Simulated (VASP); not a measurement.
# C (Fd-3m) in VASP: settings compared

Aim: see how the results for C move with the level of theory and the settings. Levels: PBEsol, PBE. Tasks: single point, relaxation of cell and atoms.

All numbers are computed with VASP 6.6.1; they aren't measurements. Logs are shortened: lines on timing, memory, paths and dates and some standing lists are left out, and cuts for length are marked.

**1. The cell of the first run**

It takes space group Fd-3m (No. 227, cubic). The conventional cell has a = 3.554 Å, b = 3.554 Å, c = 3.554 Å, α = 90.00°, β = 90.00°, γ = 90.00°. Within 2.1 Å of C (site symmetry -43m) lie 4 C at 1.54 Å.

**2. Single point, PBEsol**

Contents of INCAR:

```
SYSTEM = C
ALGO = Normal
EDIFF = 1E-6
ENCUT = 520
GGA = PS
ISIF = 2
ISMEAR = -1
LASPH = .TRUE.
LCHARG = .FALSE.
LREAL = .FALSE.
LWAVE = .FALSE.
NBANDS = 11
NELM = 80
PREC = Accurate
SIGMA = 0.02
```

Contents of KPOINTS:

```
k-points
0
G
  16 16 16
  0 0 0
```

Contents of POSCAR:

```
C
1.0
    0.0000000000      1.7769057192      1.7769057192
    1.7769057192      0.0000000000      1.7769057192
    1.7769057192      1.7769057192      0.0000000000
C
2
Direct
   -0.1250000000     -0.1250000000     -0.1250000000
    0.1250000000      0.1250000000      0.1250000000
```

Potentials or basis: VASP PAW PBE potentials, release 64 (C).

Launch:

```
cat potpaw_PBE.64/C/POTCAR > POTCAR
mpirun -np 1 vasp_std > vasp.out
```

OUTCAR:

```text
SYSTEM = C
   EDIFF = 1E-6
   ENCUT = 520
   GGA = PS
   ISIF = 2
   ISMEAR = -1
   LASPH = .TRUE.
   LREAL = .FALSE.
   NELM = 80
   PREC = Accurate

 ion  position               nearest neighbor table
   1  0.875  0.875  0.875-   2 1.54   2 1.54   2 1.54   2 1.54
   2  0.125  0.125  0.125-   1 1.54   1 1.54   1 1.54   1 1.54

  LATTYP: Found a face centered cubic cell.
 ALAT       =     3.5538114384

  Lattice vectors:

 A1 = (   0.0000000000,   1.7769057192,   1.7769057192)
 A2 = (   1.7769057192,   0.0000000000,   1.7769057192)
 A3 = (   1.7769057192,   1.7769057192,   0.0000000000)

Analysis of symmetry for initial positions (statically):
=====================================================================
 Subroutine PRICEL returns:
 Original cell was already a primitive cell.

 Routine SETGRP: Setting up the symmetry group for a
 face centered cubic supercell.

 Subroutine GETGRP returns: Found 48 space group operations
 (whereof 12 operations were pure point group operations)
 out of a pool of 48 trial point group operations.

The static configuration has the point symmetry D_3d.
 The point group associated with its full space group is O_h .

Analysis of symmetry for dynamics (positions and initial velocities):
=====================================================================
 Subroutine PRICEL returns:
 Original cell was already a primitive cell.

 Routine SETGRP: Setting up the symmetry group for a
 face centered cubic supercell.

 Subroutine GETGRP returns: Found 48 space group operations
 (whereof 12 operations were pure point group operations)
 out of a pool of 48 trial point group operations.

The dynamic configuration has the point symmetry D_3d.
 The point group associated with its full space group is O_h .

 Subroutine INISYM returns: Found 48 space group operations
 (whereof 12 operations are pure point group operations),
 and found     1 'primitive' translations

----------------------------------------------------------------------------------------

                                     Primitive cell

  volume of cell :      11.2208

  direct lattice vectors                    reciprocal lattice vectors
     0.000000000  1.776905719  1.776905719    -0.281388030  0.281388030  0.281388030
     1.776905719  0.000000000  1.776905719     0.281388030 -0.281388030  0.281388030
     1.776905719  1.776905719  0.000000000     0.281388030  0.281388030 -0.281388030

  length of vectors
     2.512924167  2.512924167  2.512924167     0.487378365  0.487378365  0.487378365

  position of ions in fractional coordinates (direct lattice)
     0.875000000  0.875000000  0.875000000
     0.125000000  0.125000000  0.125000000

  ion indices of the primitive-cell ions
   primitive index   ion index
                 1           1
                 2           2

----------------------------------------------------------------------------------------

 KPOINTS: k-points

Automatic generation of k-mesh.
 Grid dimensions read from file:
 generate k-points for:   16   16   16

 Generating k-lattice:

  Cartesian coordinates                     Fractional coordinates (reciprocal lattice)
    -0.017586752  0.017586752  0.017586752     0.062500000  0.000000000  0.000000000
     0.017586752 -0.017586752  0.017586752     0.000000000  0.062500000  0.000000000
     0.017586752  0.017586752 -0.017586752     0.000000000  0.000000000  0.062500000

  Length of vectors
     0.030461148  0.030461148  0.030461148

  Shift w.r.t. Gamma in fractional coordinates (k-lattice)
     0.000000000  0.000000000  0.000000000

 Subroutine IBZKPT returns following result:
 ===========================================

 Found    145 irreducible k-points:

 Following reciprocal coordinates:
            Coordinates               Weight
  0.000000  0.000000  0.000000      1.000000
  0.062500  0.000000  0.000000      8.000000
  0.125000  0.000000  0.000000      8.000000
  0.187500  0.000000  0.000000      8.000000
  0.250000  0.000000  0.000000      8.000000
  0.312500  0.000000  0.000000      8.000000
[... 16 lines left out ...]
 -0.125000  0.062500  0.000000     24.000000
 -0.062500  0.062500  0.000000     12.000000
 [... further k-points ...]
   k-points           NKPTS =    145   k-points in BZ     NKDIM =    145   number of bands    NBANDS=     11
   number of dos      NEDOS =    301   number of ions     NIONS =      2
   total plane-waves  NPLWV =   8000
   dimension x,y,z NGX =    20 NGY =   20 NGZ =   20
   dimension x,y,z NGXF=    40 NGYF=   40 NGZF=   40
   ions per type =               2
   NGX,Y,Z   is equivalent  to a cutoff of  13.23, 13.23, 13.23 a.u.
   NGXF,Y,Z  is equivalent  to a cutoff of  26.46, 26.46, 26.46 a.u.
 SYSTEM =  C
   PREC   = accura    normal or accurate (medium, high low for compatibility)
   ISTART =      0    job   : 0-new  1-cont  2-samecut
   ICHARG =      2    charge: 1-file 2-atom 10-const
   ISPIN  =      1    spin polarized calculation?
   LNONCOLLINEAR =      F non collinear calculations
   LSORBIT =      F    spin-orbit coupling
   LASPH  =      T    aspherical Exc in radial PAW
   ENCUT  =  520.0 eV  38.22 Ry    6.18 a.u.   4.67  4.67  4.67*2*pi/ulx,y,z
   NELM   =     80;   NELMIN=  2; NELMDL= -5     # of ELM steps
   EDIFF  = 0.1E-05   stopping-criterion for ELM
   LREAL  =      F    real-space projection
   EDIFFG = 0.1E-04   stopping-criterion for IOM
   NSW    =      0    number of steps for IOM
   IBRION =     -1    ionic relax: 0-MD 1-quasi-New 2-CG
   NFREE  =      0    steps in history (QN), initial steepest desc. (CG)
   ISIF   =      2    stress and relaxation
   ISYM   =      2    0-nonsym 1-usesym 2-fastsym
   POTIM  = 0.5000    time-step for ionic-motion
   TEBEG  =    0.0;   TEEND  =   0.0 temperature during run
   PSTRESS=    0.0 pullay stress
   NELECT =       8.0000    total number of electrons
   NUPDOWN=      -1.0000    fix difference up-down
   EMIN   =  10.00;   EMAX   =-10.00  energy-range for DOS
   EFERMI =   0.00;   METHOD = LEGACY
   ISMEAR =    -1;   SIGMA  =   0.02  broadening in eV -4-tet -1-fermi 0-gaus
   EFERMI_NEDOS =   21; number of points for ismear=-14 and -15
   IALGO  =     38    algorithm
   IMIX   =      4    mixing-type and parameters
     AMIX     =   0.40;   BMIX     =  1.00
     AMIX_MAG =   1.60;   BMIX_MAG =  1.00
  volume/ion in A,a.u.               =       5.61        37.86
  Fermi-wavevector in a.u.,A,eV,Ry     =   1.462504  2.763732 29.101752  2.138918
  Thomas-Fermi vector in A             =   2.578710
   LORBIT       =      0    0 simple, 1 ext, 2 COOP (PROOUT), +10 PAW based schemes
   GGA     = PS    functional components
   LHFCALC =     F    Hartree Fock is set to
   AEXX    =    0.0000 exact exchange contribution
   IVDW    =     0    specifies the selected vdW correction
   LEPSILON=     F    determine dielectric tensor
   LRPA    =     F    only Hartree local field effects (RPA)
 non-spin polarized calculation
  energy-cutoff  :      520.00
  volume of cell :       11.22
 maximum number of plane-waves:       314
   NGX =  9   NGY =  9   NGZ =  9

 number of electron       7.9999999 magnetization

 Free energy of the ion-electron system (eV)
  ---------------------------------------------------
  ext. energy  EPLUGINS =         0.00000000
  ---------------------------------------------------
  free energy    TOTEN  =       -19.24972417 eV

  energy without entropy =      -19.24972417  energy(sigma->0) =      -19.24972417

 E-fermi :  10.2204     XC(G=0): -13.4867

 val. band max:        9.8677045723   @ k =   0.0000   0.0000   0.0000
 cond. band min:      13.8965084740   @ k =   0.3750   0.3750   0.0000
 fundamental gap:      4.0288039017
 Fermi energy:        10.2203966654

 k-point     1 :       0.0000    0.0000    0.0000
  band No.  band energies     occupation
      1     -11.8014      2.00000
      2       9.8677      2.00000
      3       9.8677      2.00000
      4       9.8677      2.00000
      5      15.4368      0.00000
      6      15.4368      0.00000
      7      15.4368      0.00000
      8      23.4854      0.00000
      9      28.9658      0.00000
     10      36.4560      0.00000
     11      36.4560      0.00000

 k-point     2 :       0.0625    0.0000    0.0000
  band No.  band energies     occupation
      1     -11.6920      2.00000
      2       9.1223      2.00000
      3       9.6741      2.00000
      4       9.6741      2.00000
      5      15.6892      0.00000
      6      15.6892      0.00000
      7      15.8917      0.00000
      8      23.5682      0.00000
      9      29.1564      0.00000
     10      34.7710      0.00000
     11      34.7710      0.00000

 k-point     3 :       0.1250    0.0000    0.0000
  band No.  band energies     occupation
      1     -11.3647      2.00000
      2       7.4173      2.00000
      3       9.2020      2.00000
      4       9.2020      2.00000
      5      16.3105      0.00000
      6      16.3105      0.00000
      7      16.7558      0.00000
      8      23.8106      0.00000
      9      29.6311      0.00000
     10      33.2638      0.00000
     11      33.2638      0.00000

 k-point     4 :       0.1875    0.0000    0.0000
  band No.  band energies     occupation
      1     -10.8217      2.00000
      2       5.3521      2.00000
      3       8.6345      2.00000
      4       8.6345      2.00000
      5      17.0396      0.00000
      6      17.0396      0.00000
      7      17.5259      0.00000
      8      24.1834      0.00000
      9      30.1293      0.00000
     10      32.3643      0.00000
     11      32.3643      0.00000

 k-point     5 :       0.2500    0.0000    0.0000
  band No.  band energies     occupation
      1     -10.0673      2.00000
      2       3.1926      2.00000
      3       8.0930      2.00000
      4       8.0930      2.00000
      5      17.6591      0.00000
      6      17.6591      0.00000
      7      18.0834      0.00000
      8      24.6193      0.00000
      9      30.4300      0.00000
     10      32.1745      0.00000
     11      32.1745      0.00000
[... 211 lines left out ...]
 k-point    21 :      -0.2500    0.0625    0.0000
  band No.  band energies     occupation
      1      -9.6752      2.00000
      2       2.5323      2.00000
      3       7.0290      2.00000
      4       8.2484      2.00000
      5      17.5328      0.00000
      6      18.3501      0.00000
      7      18.4891      0.00000
      8      24.4698      0.00000
      9      30.6052      0.00000
     10      31.0088      0.00000
     11      33.2744      0.00000

 k-point    22 :      -0.1875    0.0625    0.0000
  band No.  band energies     occupation
      1     -10.4973      2.00000
      2       4.6662      2.00000
      3       7.4843      2.00000
      4       8.8156      2.00000
      5      16.8975      0.00000
      6      17.8393      0.00000
      7      18.0350      0.00000
      8      24.1209      0.00000
      9      30.3891      0.00000
     10      30.9641      0.00000
     11      32.9805      0.00000

 k-point    23 :      -0.1250    0.0625    0.0000
  band No.  band energies     occupation
      1     -11.1108      2.00000
      2       6.7335      2.00000
      3       8.0544      2.00000
      4       9.3446      2.00000
      5      16.2172      0.00000
      6      17.0645      0.00000
      7      17.4001      0.00000
      8      23.8582      0.00000
      9      29.9516      0.00000
     10      31.6395      0.00000
     11      33.3159      0.00000

 k-point    24 :      -0.0625    0.0625    0.0000
  band No.  band energies     occupation
      1     -11.5100      2.00000
      2       8.4275      2.00000
      3       8.7687      2.00000
      4       9.6860      2.00000
      5      15.7326      0.00000
      6      16.2708      0.00000
      7      16.5735      0.00000
      8      23.6706      0.00000
      9      29.4484      0.00000
     10      32.9454      0.00000
     11      34.2536      0.00000

 [... further k-points ...]
[... 5 lines left out ...]
  --------------------------------------------------------------------------------------
  -------------------------------------------------------------------------------------
  Total        0.0770550      0.0770550      0.0770550     -0.0000000      0.0000000     -0.0000000
  in kB       11.0024240     11.0024240     11.0024240     -0.0000000      0.0000000     -0.0000000
  external PRESSURE =      11.0024240 kB  Pullay stress =       0.0000000 kB

 VOLUME and BASIS-vectors are now :
 -----------------------------------------------------------------------------
  energy-cutoff  :      520.00
  volume of cell :       11.22
      direct lattice vectors                 reciprocal lattice vectors
     0.000000000  1.776905719  1.776905719    -0.281388030  0.281388030  0.281388030
     1.776905719  0.000000000  1.776905719     0.281388030 -0.281388030  0.281388030
     1.776905719  1.776905719  0.000000000     0.281388030  0.281388030 -0.281388030

 POSITION                                       TOTAL-FORCE (eV/Angst)
 -----------------------------------------------------------------------------------
      3.10959      3.10959      3.10959        -0.000000      0.000000     -0.000000
      0.44423      0.44423      0.44423         0.000000     -0.000000      0.000000
 -----------------------------------------------------------------------------------
    total drift:                                0.000000      0.000000     -0.000000

  FREE ENERGIE OF THE ION-ELECTRON SYSTEM (eV)
  ---------------------------------------------------
  free  energy   TOTEN  =       -19.2497241683 eV

  energy  without entropy=      -19.2497241683  energy(sigma->0) =      -19.24972417
```

Run time: 8.6 s. Hardware: 1 thread of Intel Xeon Platinum 8488C (Sapphire Rapids), shared host; peak memory 0.12 GiB.

What came out:

- Free energy: -19.2497 eV
- Pressure: 1.1 GPa
- Band gap on the k mesh: 4.03 eV (least direct gap 5.57 eV)

Caveat: the PAW data sets were made with another functional, which shifts forces and pressure a little. A k mesh can miss the band edges.

**3. Relaxation of cell and atoms, PBEsol**

This run uses another cell than the first one, of 5.70 Å³/atom.

Contents of INCAR:

```
  PREC = Accurate
  ENCUT = 600
  EDIFF = 1E-6
  ISMEAR = -1
  SIGMA = 0.02
  LREAL = F
  LASPH = T
  NELM = 80
  ALGO = Normal
  ISIF = 3
  LWAVE = F
  LCHARG = F
  GGA = PS
  IBRION = 2
  NSW = 60
  EDIFFG = -0.005
```

Contents of KPOINTS:

```
Automatic mesh
0
Gamma
  16 16 16
```

Contents of POSCAR:

```
C
1.0
    0.0000000000      1.7863159877      1.7863159877
    1.7863159877      0.0000000000      1.7863159877
    1.7863159877      1.7863159877      0.0000000000
C
2
Direct
   -0.1250000000     -0.1250000000     -0.1250000000
    0.1250000000      0.1250000000      0.1250000000
```

Potentials or basis: VASP PAW PBE potentials, release 64 (C).

Launch:

```
cat potpaw_PBE.64/C/POTCAR > POTCAR
mpirun -np 1 vasp_std > vasp.out
```

Wall time 14 s (1 thread of Intel Xeon Platinum 8488C (Sapphire Rapids), shared host); peak memory 0.12 GiB.

Results (log left out):

- Free energy: -19.2550 eV
- Relaxed volume: 5.62 Å³/atom
- Relaxed cell: a = 2.514 Å, b = 2.514 Å, c = 2.514 Å, α = 60.00°, β = 60.00°, γ = 60.00°
- Space group after relaxing (to 0.1 Å): Fd-3m (No. 227)
- Energy gained by relaxing: 1.7 meV/atom
- Ionic steps: 3
- Pressure after relaxing: 0.0 GPa
- Band gap on the k mesh: 4.03 eV (least direct gap 5.57 eV)

The path:
```csv
step,energy change (eV),largest force (eV/Å),pressure (GPa),volume (Å³)
1,0.0000,0.0000,-6.54,11.40
2,0.0022,0.0000,8.80,11.02
3,-0.0035,0.0000,-0.02,11.23
```

Final structure:
```
C
1.0
     0.00000    1.77746    1.77746
     1.77746    0.00000    1.77746
     1.77746    1.77746    0.00000
C
2
Direct
  0.87500 0.87500 0.87500
  0.12500 0.12500 0.12500
```

Levels at points of the mesh, in eV from the valence-band top:
```csv
k point,band 1,band 2,band 3,band 4,band 5,band 6,band 7,band 8
"(0.00, 0.00, 0.00)",-21.66,0.00,0.00,0.00,5.57,5.57,5.57,13.60
"(0.50, 0.00, 0.00)",-15.77,-13.58,-2.84,-2.84,8.43,8.43,8.97,15.58
"(0.50, 0.50, 0.00)",-12.85,-12.85,-6.40,-6.40,4.62,4.62,16.93,16.93
```

Caveat: the PAW data sets were made with another functional, which shifts forces and pressure a little.

**4. Single point, PBEsol**

This run uses another cell than the first one: it holds 6 atoms, not 2.

Contents of INCAR:

```
  PREC = Accurate
  ENCUT = 520
  EDIFF = 1E-6
  ISMEAR = -1
  SIGMA = 0.02
  LREAL = False
  LASPH = True
  NELM = 100
  ALGO = Normal
  ISIF = 2
  LWAVE = False
  LCHARG = False
  GGA = PS
  NBANDS = 21
```

Contents of KPOINTS:

```
regular mesh
0
Gamma
  12 12 4
```

Contents of POSCAR:

```
C
1.0
    0.0000000000      1.7769057192     -1.7769057192
   -1.7769057192      0.0000000000      1.7769057192
    3.5538114383      3.5538114383      3.5538114383
C
6
Direct
    0.3333333330      0.6666666670      0.2083333330
    0.6666666670      0.3333333330      0.5416666670
    0.0000000000      0.0000000000      0.8750000000
    0.0000000000      0.0000000000      0.1250000000
    0.3333333330      0.6666666670      0.4583333330
    0.6666666670      0.3333333330      0.7916666670
```

Launch:

```
cat potpaw_PBE.64/C/POTCAR > POTCAR
mpirun -np 1 vasp_std > vasp.out
```

Run time: 22 s. Hardware: 1 thread of Intel Xeon Platinum 8488C (Sapphire Rapids), shared host; peak memory 0.16 GiB.

It converged, with:

```
Free energy            : -57.7492 eV
Pressure               : 1.1 GPa
Band gap on the k mesh : 4.10 eV
```

Levels at points of the mesh, in eV from the valence-band top:
```
           k point  band 9  band 10  band 11  band 12  band 13  band 14  band 15  band 16
(0.00, 0.00, 0.00)   -2.35     0.00     0.00     0.00     5.57     5.57     5.57     8.27
(0.50, 0.00, 0.00)   -5.05    -5.05    -4.03    -4.03     4.62     4.62     7.02     7.02
(0.00, 0.00, 0.50)   -1.04    -1.04    -1.04    -1.04     6.93     6.93     6.93     6.93
(0.50, 0.00, 0.50)   -5.73    -5.73    -2.84    -2.84     5.15     5.15     8.27     8.27
```

Caveat: the PAW data sets were made with another functional, which shifts forces and pressure a little.

(Continued in part 2 of 2.)
